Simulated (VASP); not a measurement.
# Pb (P6_3/mmc) in VASP: notebook, part 2 of 2

VASP 6.6.1.

## (5) Single point, r2SCAN (strain -0.080 along x and y, -0.040 along z)

Input file POSCAR:

```
Pb
1.0
    3.2016006353      0.0000000000      0.0000000000
   -1.6008003177      2.7726674830      0.0000000000
    0.0000000000      0.0000000000      5.3664000000
Pb
2
Direct
    0.3333333333      0.6666666667      0.2500000000
    0.6666666667      0.3333333333      0.7500000000
```

Input file INCAR.step1:

```
ALGO = Normal
EDIFF = 1E-4
ENCUT = 520
GGA = PE
ISMEAR = 0
LASPH = True
LCHARG = False
LREAL = False
LWAVE = True
NBANDS = 21
NELM = 60
PREC = Accurate
SIGMA = 0.15
```

Input file INCAR.step2:

```
ALGO = Normal
EDIFF = 1E-7
ENCUT = 520
ISIF = 2
ISMEAR = 0
ISTART = 1
LASPH = True
LCHARG = False
LMIXTAU = True
LREAL = False
LWAVE = False
METAGGA = R2SCAN
NBANDS = 21
NELM = 60
PREC = Accurate
SIGMA = 0.15
```

Input file KPOINTS:

```
k-points
0
Gamma
  18 18 10
```

Potentials or basis: VASP PAW PBE potentials, release 64 (Pb_d).

Command:

```console
$ cat potpaw_PBE.64/Pb_d/POTCAR > POTCAR
$ cp INCAR.step1 INCAR
$ mpirun -np 1 vasp_std > vasp.out
$ cp INCAR.step2 INCAR
$ mpirun -np 1 vasp_std > vasp.out
```

OUTCAR:

```text
EDIFF = 1E-7
   ENCUT = 520
   ISIF = 2
   ISMEAR = 0
   ISTART = 1
   LASPH = True
   LREAL = False
   METAGGA = R2SCAN
   NELM = 60
   PREC = Accurate

 ion  position               nearest neighbor table
   1  0.333  0.667  0.250-   2 3.26   2 3.26   2 3.26   2 3.26   2 3.26   2 3.26
   2  0.667  0.333  0.750-   1 3.26   1 3.26   1 3.26   1 3.26   1 3.26   1 3.26

  LATTYP: Found a hexagonal cell.
 ALAT       =     3.2016006353
 C/A-ratio  =     1.6761615864

  Lattice vectors:

 A1 = (   3.2016006353,   0.0000000000,   0.0000000000)
 A2 = (  -1.6008003177,   2.7726674830,   0.0000000000)
 A3 = (   0.0000000000,   0.0000000000,   5.3664000000)

Analysis of symmetry for initial positions (statically):
=====================================================================
 Subroutine PRICEL returns:
 Original cell was already a primitive cell.

 Routine SETGRP: Setting up the symmetry group for a
 hexagonal supercell.

 Subroutine GETGRP returns: Found 24 space group operations
 (whereof 12 operations were pure point group operations)
 out of a pool of 24 trial point group operations.

The static configuration has the point symmetry D_3d.
[... 161 lines left out ...]

  energy without entropy =     -111.75636699  energy(sigma->0) =     -111.76064458

 E-fermi :  10.3323     XC(G=0): -12.3070

 val. band max:       10.3310320654   @ k =   0.2222   0.1111   0.5000
 cond. band min:      10.3373735475   @ k =   0.1667   0.1667   0.1000
 fundamental gap:      0.0063414820
 Fermi energy:        10.3323093180

 k-point     1 :       0.0000    0.0000    0.0000
  band No.  band energies     occupation
      1      -7.9245      2.00000
      2      -7.7987      2.00000
      3      -7.7391      2.00000
      4      -7.7391      2.00000
      5      -7.6943      2.00000
      6      -7.6943      2.00000
[... 565 lines left out ...]
     20      20.0170      0.00000
     21      24.8987      0.00000

 [... further k-points ...]

------------------------ aborting loop because EDIFF is reached ----------------------------------------

  FORCE on cell =-STRESS in cart. coord.  units (eV):
  Direction    XX          YY          ZZ          XY          YZ          ZX
  --------------------------------------------------------------------------------------
  -------------------------------------------------------------------------------------
  Total        6.6780818      6.6780818      6.4083401     -0.0000000      0.0000000     -0.0000000
  in kB      224.6023685    224.6023685    215.5302090     -0.0000000      0.0000000     -0.0000000
  external PRESSURE =     221.5783153 kB  Pullay stress =       0.0000000 kB

 VOLUME and BASIS-vectors are now :
 -----------------------------------------------------------------------------
  energy-cutoff  :      520.00
  volume of cell :       47.64
      direct lattice vectors                 reciprocal lattice vectors
     3.201600635  0.000000000  0.000000000     0.312343766  0.180331757  0.000000000
    -1.600800318  2.772667483  0.000000000     0.000000000  0.360663515  0.000000000
     0.000000000  0.000000000  5.366400000     0.000000000  0.000000000  0.186344663

 POSITION                                       TOTAL-FORCE (eV/Angst)
 -----------------------------------------------------------------------------------
     -0.00000      1.84844      1.34160        -0.000000      0.000000      0.000000
      1.60080      0.92422      4.02480         0.000000     -0.000000      0.000000
 -----------------------------------------------------------------------------------
    total drift:                               -0.000000      0.000000      0.000000

  FREE ENERGIE OF THE ION-ELECTRON SYSTEM (eV)
  ---------------------------------------------------
  free  energy   TOTEN  =      -111.7649221746 eV

  energy  without entropy=     -111.7563669940  energy(sigma->0) =     -111.76064458
```

OSZICAR.step1:

```text
N       E                     dE             d eps       ncg     rms          rms(c)
DAV:   1     0.298450058933E+03    0.29845E+03   -0.14461E+04  9366   0.178E+03
DAV:   2     0.147837282536E+02   -0.28367E+03   -0.27679E+03  9414   0.422E+02
DAV:   3    -0.565316346818E+01   -0.20437E+02   -0.20177E+02 11171   0.140E+02
DAV:   4    -0.625029914401E+01   -0.59714E+00   -0.59677E+00 11452   0.258E+01
DAV:   5    -0.627732435358E+01   -0.27025E-01   -0.27024E-01 12610   0.503E+00    0.123E+00
DAV:   6    -0.623822253938E+01    0.39102E-01   -0.52456E-02 13075   0.351E+00    0.588E-01
DAV:   7    -0.622515652271E+01    0.13066E-01   -0.19904E-02 12967   0.213E+00    0.133E-01
DAV:   8    -0.622422481273E+01    0.93171E-03   -0.14259E-03 12895   0.474E-01    0.117E-02
DAV:   9    -0.622423124616E+01   -0.64334E-05   -0.11465E-05  6537   0.472E-02
   1 F= -.62242312E+01 E0= -.62198807E+01  d E =-.870109E-02
```

Run time: 26 min. Hardware: 1 thread of Oxide Virtual Turin-like, shared host; peak memory 0.26 GiB.

What came out:

```
Free energy            : -111.7649 eV
Pressure               : 22.2 GPa
Band gap on the k mesh : zero (bands 14 and 15 overlap by 10.45 eV)
```

Stress tensor (GPa, compression positive):
```
22.46  0.00  0.00
 0.00 22.46  0.00
 0.00  0.00 21.55
```

Caveat: the cell differs from its parent crystal (strain -0.080 along x and y, -0.040 along z); the cell stands under pressure; the PAW data sets were made with another functional, which shifts forces and pressure a little; spin-orbit coupling is left out, which moves the levels of the heavy elements.

## (6) Single point, r2SCAN (strain -0.080 along x and y, +0.000 along z)

Changes to POSCAR since step 5:

```diff
@@ -4,3 +4,3 @@
    -1.6008003177      2.7726674830      0.0000000000
-    0.0000000000      0.0000000000      5.3664000000
+    0.0000000000      0.0000000000      5.5900000000
 Pb
```

Input file INCAR.step1:

```
ALGO = Normal ; EDIFF = 1E-4
ENCUT = 520 ; GGA = PE
ISMEAR = 0 ; LASPH = T
LCHARG = F ; LREAL = F
LWAVE = T ; NBANDS = 21
NELM = 60 ; PREC = Accurate
SIGMA = 0.15
```

Input file INCAR.step2:

```
ALGO = Normal ; EDIFF = 1E-7
ENCUT = 520 ; ISIF = 2
ISMEAR = 0 ; ISTART = 1
LASPH = T ; LCHARG = F
LMIXTAU = T ; LREAL = F
LWAVE = F ; METAGGA = R2SCAN
NBANDS = 21 ; NELM = 60
PREC = Accurate ; SIGMA = 0.15
```

KPOINTS is that of step 5.

Potentials or basis: VASP PAW PBE potentials, release 64 (Pb_d).

Command:

```console
$ cat potpaw_PBE.64/Pb_d/POTCAR > POTCAR
$ cp INCAR.step1 INCAR
$ mpirun -np 1 vasp_std > vasp.out
$ cp INCAR.step2 INCAR
$ mpirun -np 1 vasp_std > vasp.out
```

Wall time 26 min (1 thread of Oxide Virtual Turin-like, shared host); peak memory 0.28 GiB.

It converged, with:

* Free energy: -111.9783 eV
* Pressure: 17.1 GPa
* Band gap on the k mesh: zero (bands 14 and 15 overlap by 10.30 eV)

Stress tensor (GPa, compression positive):
```
19.21  0.00  0.00
 0.00 19.21  0.00
 0.00  0.00 13.03
```

Levels at points of the mesh, in eV from the Fermi level:
| k point | band 10 | band 11 | band 12 | band 13 | band 14 | band 15 | band 16 | band 17 | band 18 | band 19 |
| --- | --- | --- | --- | --- | --- | --- | --- | --- | --- | --- |
| (0.00, 0.00, 0.00) | -17.58 | -14.00 | -9.52 | -5.77 | 7.72 | 7.98 | 7.98 | 10.11 | 10.11 | 10.42 |
| (0.50, 0.00, 0.00) | -17.48 | -8.81 | -7.56 | -3.71 | -2.56 | -0.86 | 1.90 | 2.93 | 6.95 | 7.88 |
| (0.00, 0.00, 0.50) | -17.68 | -12.58 | -12.58 | 0.11 | 0.11 | 8.95 | 8.95 | 8.95 | 8.95 | 10.59 |
| (0.50, 0.00, 0.50) | -17.49 | -7.79 | -7.79 | -4.94 | -4.94 | 3.83 | 3.83 | 4.51 | 4.51 | 8.18 |

Caveat: the cell differs from its parent crystal (strain -0.080 along x and y, +0.000 along z); the stress differs along the axes, from 13 to 19 GPa; the PAW data sets were made with another functional, which shifts forces and pressure a little; spin-orbit coupling is left out, which moves the levels of the heavy elements.

## (7) The runs side by side

| cell | gap on the mesh (eV) | pressure (GPa) |
| --- | --- | --- |
| a = 3.619, b = 3.619, c = 6.037 Å, angles 90.0, 90.0, 120.0°, 2 atoms | none | -3.5 |
| a = 3.758, b = 3.758, c = 5.814 Å, angles 90.0, 90.0, 120.0°, 2 atoms | none | -4.2 |
| a = 3.202, b = 3.202, c = 5.143 Å, angles 90.0, 90.0, 120.0°, 2 atoms | none | 28.4 |
| a = 3.202, b = 3.202, c = 5.366 Å, angles 90.0, 90.0, 120.0°, 2 atoms | none | 22.2 |
| a = 3.202, b = 3.202, c = 5.590 Å, angles 90.0, 90.0, 120.0°, 2 atoms | none | 17.1 |

Alike in all rows: task single point; level r2SCAN; potentials or basis VASP PAW PBE potentials, release 64 (Pb_d); no spin polarisation; k mesh 18 × 18 × 10; cutoff (eV) 520; smearing gaussian 0.15 eV.

Caveats: the PAW data sets were made with another functional, which shifts forces and pressure a little; spin-orbit coupling is left out, which moves the levels of the heavy elements; the cell stands under tension (at least some runs); the cell stands under pressure (at least some runs); the stress differs along the axes, from 13 to 19 GPa (at least some runs).

Total energies depend on the potentials used, so only differences within one code and one set of settings carry meaning.

The gap in the log of VASP goes by the Fermi energy; the results here count the filled bands.